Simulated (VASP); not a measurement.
Write the native input for VASP 6.6.1 that does the following.

```yaml
Task: relaxation of cell and atoms
Functional: PBEsol
Potentials_or_basis: VASP PAW PBE potentials, release 64 (Au)
Cutoff: 600 eV
k_mesh: 6 × 6 × 6
Occupations: gaussian, width 0.1 eV
Spin: no spin polarisation
Dipole_correction: no
Further_INCAR_settings: ALGO = Normal; EDIFF = 1e-06; IBRION = 2; EDIFFG = -0.04; NSW = 90; ISIF = 3
```

The structure of Au lies in POSCAR:

```
Au
1.0
    4.9204593072      0.0000000000      0.0000000000
   -2.4602296536      4.2612427583      0.0000000000
    0.0000000000      0.0000000000      3.0164554883
Au
3
Direct
    0.0000000000      0.0000000000      0.0000000000
    0.3333333333      0.6666666667      0.5000000000
    0.6666666667      0.3333333333      0.5000000000
```

This isn't the form of Au at room conditions, which is fcc.

One way to write it, as run:

INCAR

```
SYSTEM = Au
PREC = Accurate ; ENCUT = 600
EDIFF = 1E-6 ; ISMEAR = 0
SIGMA = 0.1 ; LREAL = .False.
LASPH = .True. ; NELM = 80
ALGO = Normal ; ISIF = 3
LWAVE = .False. ; LCHARG = .False.
GGA = PS ; IBRION = 2
NSW = 90 ; EDIFFG = -0.04
```

KPOINTS

```
Automatic mesh
0
Gamma
  6 6 6
  0 0 0
```

Potentials or basis: VASP PAW PBE potentials, release 64 (Au).

Run with:

```sh
$ cat potpaw_PBE.64/Au/POTCAR > POTCAR
$ mpirun -np 1 vasp_std > vasp.out
```

Results of the run:

```json
{
 "Relaxed volume": "17.38 Å³/atom",
 "Relaxed cell": "a = 4.704 Å, b = 4.704 Å, c = 2.720 Å, α = 90.00°, β = 90.00°, γ = 120.00°",
 "Space group after relaxing (to 0.1 Å)": "P6/mmm (No. 191)",
 "Energy gained by relaxing": "286.2 meV/atom",
 "Ionic steps": "9",
 "Pressure after relaxing": "0.0 GPa",
 "Band gap on the k mesh": "zero (an odd number of electrons rules out a gap without spin polarisation)"
}
```

Caveat: the volume moved by over 15 % at a fixed basis, so the end points are rough; the PAW data sets were made with another functional, which shifts forces and pressure a little; spin-orbit coupling is left out, which moves the levels of the heavy elements.

Run time: 3.9 min on 1 thread of Intel Xeon 8259CL (shared host), peak memory 0.21 GiB.
